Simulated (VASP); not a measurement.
The system is PtSe2 (Sudovikovite).

```
Pt Se
1.0
     3.72400    0.00000    0.00000
    -1.86200    3.22508    0.00000
     0.00000    0.00000    5.06200
Pt Se
1 2
Direct
  0.00000 0.00000 0.00000
  0.66667 0.33333 0.75000
  0.33333 0.66667 0.25000
```

Base run:

| Property | Result |
| --- | --- |
| Program | VASP 6.6.1 |
| Functional | PBEsol |
| Dispersion | D4 |
| Potentials or basis | VASP PAW PBE potentials, release 64 (Pt, Se) |
| Cutoff | 520 eV |
| k mesh | 8 × 8 × 5 |
| Occupations | fermi-dirac, width 0.05 eV |
| Spin | no spin polarisation |

Its results: band gap on the k mesh zero (band 11 reaches 6.81 eV, above the bottom of band 12 at 6.48 eV); pressure 0.1 GPa; largest force 0.362 eV/Å.

Task: The run is repeated on the same cell with these changes: dispersion from D4 to none; k mesh from 8 × 8 × 5 to 6 × 6 × 4. What comes out?

Result: Band gap on the k mesh zero (band 11 reaches 6.81 eV, above the bottom of band 12 at 6.39 eV); pressure 2.2 GPa; largest force 0.347 eV/Å.

Several settings changed at once, so the effect can't be laid on one alone.

Caveats: the PAW data sets were made with another functional, which shifts forces and pressure a little; spin-orbit coupling is left out, which moves the levels of the heavy elements; pairwise dispersion overbinds metals, which lowers pressure and volume (some runs).
